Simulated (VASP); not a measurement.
# SnSe2 (R-3m) in VASP: single point with PBE

Aim: the single point of SnSe2 with PBE.

Everything below comes from runs of VASP 6.6.1. Logs are shortened: lines on timing, memory, paths and dates and some standing lists are left out, and cuts for length are marked.

**1. The cell of the first run**

It takes space group R-3m (No. 166, trigonal). The conventional cell has a = 3.825 Å, b = 3.825 Å, c = 19.005 Å, α = 90.00°, β = 90.00°, γ = 120.00°. Sn (site symmetry -3m) has 6 Se at 2.71 Å within 3.6 Å. Within 3.6 Å of Se (site symmetry 3m) lie 3 Sn at 2.71 Å.

**2. Single point, PBE**

Input file INCAR:

```
SYSTEM = SnSe2
PREC = Accurate
ENCUT = 520
EDIFF = 1E-6
ISMEAR = 0
SIGMA = 0.01
LREAL = .False.
LASPH = .True.
NELM = 60
ALGO = Normal
ISIF = 2
LWAVE = .False.
LCHARG = .False.
GGA = PE
NBANDS = 20
```

Input file KPOINTS:

```
Automatic mesh
0
Gamma
  6 6 6
  0 0 0
```

Input file POSCAR:

```
SnSe2
1.0
    1.9122916130      1.1040620775      6.3350942195
   -1.9122916130      1.1040620775      6.3350942195
    0.0000000000     -2.2081241550      6.3350942195
Sn Se
1 2
Direct
    0.0000000000      0.0000000000      0.0000000000
    0.2505568964      0.2505568964      0.2505568964
    0.7494431036      0.7494431036      0.7494431036
```

Potentials or basis: VASP PAW PBE potentials, release 64 (Sn_d, Se).

Command:

```sh
$ cat potpaw_PBE.64/Sn_d/POTCAR potpaw_PBE.64/Se/POTCAR > POTCAR
$ mpirun -np 1 vasp_std > vasp.out
```

OUTCAR:

```text
SYSTEM = SnSe2
   PREC = Accurate
   ENCUT = 520
   EDIFF = 1E-6
   ISMEAR = 0
   LREAL = .False.
   LASPH = .True.
   NELM = 60
   ISIF = 2
   GGA = PE

 ion  position               nearest neighbor table
   1  0.000  0.000  0.000-   3 2.71   2 2.71   3 2.71   3 2.71   2 2.71   2 2.71
   2  0.251  0.251  0.251-   1 2.71   1 2.71   1 2.71
   3  0.749  0.749  0.749-   1 2.71   1 2.71   1 2.71

  LATTYP: Found a trigonal (rhomboedric) cell.
 ALAT       =     6.7088919394
 COS(alpha) =     0.8375062569

  Lattice vectors:

 A1 = (   1.9122916130,   1.1040620775,   6.3350942195)
 A2 = (  -1.9122916130,   1.1040620775,   6.3350942195)
 A3 = (   0.0000000000,  -2.2081241550,   6.3350942195)

Analysis of symmetry for initial positions (statically):
=====================================================================
 Subroutine PRICEL returns:
 Original cell was already a primitive cell.

 Routine SETGRP: Setting up the symmetry group for a
 trigonal (rhombohedral) supercell.

 Subroutine GETGRP returns: Found 12 space group operations
 (whereof 12 operations were pure point group operations)
 out of a pool of 12 trial point group operations.

The static configuration has the point symmetry D_3d.

Analysis of symmetry for dynamics (positions and initial velocities):
=====================================================================
 Subroutine PRICEL returns:
 Original cell was already a primitive cell.

 Routine SETGRP: Setting up the symmetry group for a
 trigonal (rhombohedral) supercell.

 Subroutine GETGRP returns: Found 12 space group operations
 (whereof 12 operations were pure point group operations)
 out of a pool of 12 trial point group operations.

The dynamic configuration has the point symmetry D_3d.

 Subroutine INISYM returns: Found 12 space group operations
 (whereof 12 operations are pure point group operations),
 and found     1 'primitive' translations

----------------------------------------------------------------------------------------

                                     Primitive cell

  volume of cell :      80.2513

  direct lattice vectors                    reciprocal lattice vectors
     1.912291613  1.104062078  6.335094220     0.261466398  0.150957695  0.052616950
    -1.912291613  1.104062078  6.335094220    -0.261466398  0.150957695  0.052616950
     0.000000000 -2.208124155  6.335094220     0.000000000 -0.301915391  0.052616950

  length of vectors
     6.708891939  6.708891939  6.708891939     0.306466061  0.306466061  0.306466061

[... 82 lines left out ...]
   EDIFF  = 0.1E-05   stopping-criterion for ELM
   LREAL  =      F    real-space projection
   EDIFFG = 0.1E-04   stopping-criterion for IOM
   NSW    =      0    number of steps for IOM
   IBRION =     -1    ionic relax: 0-MD 1-quasi-New 2-CG
   NFREE  =      0    steps in history (QN), initial steepest desc. (CG)
   ISIF   =      2    stress and relaxation
   ISYM   =      2    0-nonsym 1-usesym 2-fastsym
   POTIM  = 0.5000    time-step for ionic-motion
   TEBEG  =    0.0;   TEEND  =   0.0 temperature during run
   PSTRESS=    0.0 pullay stress
   NELECT =      26.0000    total number of electrons
   NUPDOWN=      -1.0000    fix difference up-down
   EMIN   =  10.00;   EMAX   =-10.00  energy-range for DOS
   EFERMI =   0.00;   METHOD = LEGACY
   ISMEAR =     0;   SIGMA  =   0.01  broadening in eV -4-tet -1-fermi 0-gaus
   EFERMI_NEDOS =   21; number of points for ismear=-14 and -15
   IALGO  =     38    algorithm
   IMIX   =      4    mixing-type and parameters
     AMIX     =   0.40;   BMIX     =  1.00
     AMIX_MAG =   1.60;   BMIX_MAG =  1.00
  volume/ion in A,a.u.               =      26.75       180.52
  Fermi-wavevector in a.u.,A,eV,Ry     =   1.124386  2.124781 17.201072  1.264243
  Thomas-Fermi vector in A             =   2.261057
   LORBIT       =      0    0 simple, 1 ext, 2 COOP (PROOUT), +10 PAW based schemes
   GGA     = PE    functional components
   LHFCALC =     F    Hartree Fock is set to
   AEXX    =    0.0000 exact exchange contribution
   IVDW    =     0    specifies the selected vdW correction
   LEPSILON=     F    determine dielectric tensor
   LRPA    =     F    only Hartree local field effects (RPA)
 non-spin polarized calculation
 Gauss-broadening in eV      SIGMA  =   0.01
  energy-cutoff  :      520.00
  volume of cell :       80.25
 maximum number of plane-waves:      2184
 NGX is ok and might be reduce to    50
   NGX = 25   NGY = 25   NGZ = 25

 number of electron      26.0000004 magnetization

 Free energy of the ion-electron system (eV)
  ---------------------------------------------------
  ext. energy  EPLUGINS =         0.00000000
  ---------------------------------------------------
  free energy    TOTEN  =       -11.79968474 eV

  energy without entropy =      -11.79968474  energy(sigma->0) =      -11.79968474

 E-fermi :   3.8394     XC(G=0):  -9.2662

 val. band max:        3.7883414342   @ k =  -0.1667   0.1667   0.0000
 cond. band min:       4.0921479937   @ k =   0.5000   0.5000   0.0000
 fundamental gap:      0.3038065595
 Fermi energy:         3.8394300983

 k-point     1 :       0.0000    0.0000    0.0000
  band No.  band energies     occupation
      1     -17.4657      2.00000
      2     -17.4657      2.00000
      3     -17.4305      2.00000
      4     -17.4183      2.00000
      5     -17.4183      2.00000
      6      -9.9784      2.00000
[... 541 lines left out ...]
     19      12.7903      0.00000
     20      14.3824      0.00000

 [... further k-points ...]

------------------------ aborting loop because EDIFF is reached ----------------------------------------

  FORCE on cell =-STRESS in cart. coord.  units (eV):
  Direction    XX          YY          ZZ          XY          YZ          ZX
  --------------------------------------------------------------------------------------
  -------------------------------------------------------------------------------------
  Total        1.4724281      1.4724281      1.5311298      0.0000000      0.0000000      0.0000000
  in kB       29.3963038     29.3963038     30.5682557      0.0000000      0.0000000      0.0000000
  external PRESSURE =      29.7869544 kB  Pullay stress =       0.0000000 kB

 VOLUME and BASIS-vectors are now :
 -----------------------------------------------------------------------------
  energy-cutoff  :      520.00
  volume of cell :       80.25
      direct lattice vectors                 reciprocal lattice vectors
     1.912291613  1.104062078  6.335094220     0.261466398  0.150957695  0.052616950
    -1.912291613  1.104062078  6.335094220    -0.261466398  0.150957695  0.052616950
     0.000000000 -2.208124155  6.335094220     0.000000000 -0.301915391  0.052616950

 POSITION                                       TOTAL-FORCE (eV/Angst)
 -----------------------------------------------------------------------------------
      0.00000      0.00000      0.00000         0.000000      0.000000     -0.000000
      0.00000      0.00000      4.76190         0.000000     -0.000000     -0.251222
      0.00000      0.00000     14.24338         0.000000     -0.000000      0.251222
 -----------------------------------------------------------------------------------
    total drift:                               -0.000000     -0.000000     -0.000000

  FREE ENERGIE OF THE ION-ELECTRON SYSTEM (eV)
  ---------------------------------------------------
  free  energy   TOTEN  =       -11.7996847403 eV

  energy  without entropy=      -11.7996847403  energy(sigma->0) =      -11.79968474
```

Run time: 65 s. Hardware: 1 thread of Intel Xeon 6975P-C (Granite Rapids), shared host; peak memory 0.35 GiB.

Results:

| Item | Value |
| --- | --- |
| Free energy | -11.7997 eV |
| Pressure | 3.0 GPa |
| Largest force | 0.251 eV/Å |
| Band gap on the k mesh | 0.30 eV, indirect (least direct gap 0.54 eV) |

Forces on the atoms (eV/Å):
```
Sn   0.000  0.000  0.000
Se   0.000  0.000 -0.251
Se   0.000  0.000  0.251
```

Levels at points of the mesh, in eV from the valence-band top:
```
           k point  band 9  band 10  band 11  band 12  band 13  band 14  band 15  band 16  band 17  band 18
(0.00, 0.00, 0.00)   -0.56    -0.56    -0.29    -0.29    -0.24     1.00     3.01     4.47     4.47     8.01
(0.50, 0.00, 0.00)   -4.43    -2.62    -2.33    -1.43    -0.63     1.11     3.93     6.08     6.21     6.39
(0.50, 0.50, 0.00)   -4.72    -2.47    -2.22    -0.31    -0.24     0.30     3.70     5.04     5.38     5.57
(0.50, 0.50, 0.50)   -2.01    -0.69    -0.69    -0.16    -0.16     2.39     3.01     4.55     4.55     7.95
```

Caveat: spin-orbit coupling is left out, which moves the levels of the heavy elements. A k mesh can miss the band edges.
